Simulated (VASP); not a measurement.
Set up this calculation in VASP 6.6.1, as the native input.

```
Task                   : relaxation of cell and atoms
Functional             : LDA
Potentials or basis    : VASP PAW LDA potentials, release 64 (Al)
Cutoff                 : 500 eV
k mesh                 : 11 × 11 × 11
Occupations            : fermi-dirac, width 0.1 eV
Spin                   : no spin polarisation
Dipole correction      : no
Further INCAR settings : ALGO = Normal; EDIFF = 1e-07; IBRION = 2; EDIFFG = -0.03; NSW = 60; ISIF = 3
```

The structure of Al lies in POSCAR:

```
Al
1.0
    0.0000000000      2.0250000000      2.0250000000
    2.0250000000      0.0000000000      2.0250000000
    2.0250000000      2.0250000000      0.0000000000
Al
1
Direct
    0.0000000000      0.0000000000      0.0000000000
```

One way to write it, as run:

INCAR

```
  PREC = Accurate
  ENCUT = 500
  EDIFF = 1E-7
  ISMEAR = -1
  SIGMA = 0.1
  LREAL = False
  LASPH = True
  NELM = 120
  ALGO = Normal
  ISIF = 3
  LWAVE = False
  LCHARG = False
  GGA = CA
  IBRION = 2
  NSW = 60
  EDIFFG = -0.03
  GGA_COMPAT = False
  NELMIN = 4
```

KPOINTS

```
regular mesh
0
Gamma
  11 11 11
```

Potentials or basis: VASP PAW LDA potentials, release 64 (Al).

Launch:

```console
$ cat potpaw_LDA.64/Al/POTCAR > POTCAR
$ mpirun -np 1 vasp_std > vasp.out
```

It gave:

```yaml
Relaxed_volume: 15.84 Å³/atom
Relaxed_cell: a = 2.819 Å, b = 2.819 Å, c = 2.819 Å, α = 60.00°, β = 60.00°, γ = 60.00°
Space_group_after_relaxing_to_0.1_Å: Fm-3m (No. 225)
Energy_gained_by_relaxing: 9.0 meV/atom
Ionic_steps: 3
Pressure_after_relaxing: 0.0 GPa
Band_gap_on_the_k_mesh: zero (an odd number of electrons rules out a gap without spin polarisation)
```

Wall time 25 s on 1 thread of AMD EPYC 7R43 64-Core Processor (Zen 3) (shared host), peak memory 0.09 GiB.
